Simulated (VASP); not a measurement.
Wanted: the native input for a VASP 6.6.1 run.

- Task: relaxation of cell and atoms
- Functional: PBE
- Dispersion: D3(BJ)
- Potentials or basis: VASP PAW PBE potentials, release 64 (K_sv, Sr_sv, Hf_pv, Nb_sv, O)
- Cutoff: 600 eV
- k mesh: 4 × 4 × 4
- Occupations: gaussian, width 0.02 eV
- Spin: no spin polarisation
- Dipole correction: no
- Further INCAR settings: ALGO = Normal; EDIFF = 1e-06; IBRION = 2; EDIFFG = -0.025; NSW = 90; ISIF = 3

The structure of KSrHfNbO6 lies in POSCAR:

```
KSrHfNbO6
1.0
    0.0000000000      4.0686843960      4.0686843960
    4.0686843960      0.0000000000      4.0686843960
    4.0686843960      4.0686843960      0.0000000000
K Sr Hf Nb O
1 1 1 1 6
Direct
    0.7500000000      0.7500000000      0.7500000000
    0.2500000000      0.2500000000      0.2500000000
    0.0000000000      0.0000000000      0.0000000000
    0.5000000000      0.5000000000      0.5000000000
    0.7446960192      0.2553039808      0.2553039808
    0.2553039808      0.7446960192      0.7446960192
    0.7446960192      0.7446960192      0.2553039808
    0.2553039808      0.2553039808      0.7446960192
    0.2553039808      0.7446960192      0.2553039808
    0.7446960192      0.2553039808      0.7446960192
```

These files were run (other wordings do the same):

INCAR

```
SYSTEM = KSrHfNbO6
ALGO = Normal
EDIFF = 1E-6
EDIFFG = -0.025
ENCUT = 600
GGA = PE
IBRION = 2
ISIF = 3
ISMEAR = 0
IVDW = 12
LASPH = .True.
LCHARG = .False.
LREAL = .False.
LWAVE = .False.
NELM = 80
NSW = 90
PREC = Accurate
SIGMA = 0.02
```

KPOINTS

```
k-points
0
Gamma
  4 4 4
  0 0 0
```

Potentials or basis: VASP PAW PBE potentials, release 64 (K_sv, Sr_sv, Hf_pv, Nb_sv, O).

Launch:

```console
$ cat potpaw_PBE.64/K_sv/POTCAR potpaw_PBE.64/Sr_sv/POTCAR potpaw_PBE.64/Hf_pv/POTCAR potpaw_PBE.64/Nb_sv/POTCAR potpaw_PBE.64/O/POTCAR > POTCAR
$ mpirun -np 1 vasp_std > vasp.out
```

Results of the run:

```
Relaxed volume                        : 13.39 Å³/atom
Relaxed cell                          : a = 5.743 Å, b = 5.743 Å, c = 5.743 Å, α = 60.00°, β = 60.00°, γ = 60.00°
Space group after relaxing (to 0.1 Å) : F-43m (No. 216)
Energy gained by relaxing             : 0.4 meV/atom
Ionic steps                           : 3
Pressure after relaxing               : 0.0 GPa
Largest force after relaxing          : 0.005 eV/Å
Band gap on the k mesh                : 2.49 eV
Dispersion energy per atom            : -0.234 eV
```

Caveat: spin-orbit coupling is left out, which moves the levels of the heavy elements.

It took 2.5 min on 1 thread of Intel(R) Xeon(R) Platinum 8559C (Emerald Rapids) (shared host), peak memory 0.4 GiB.
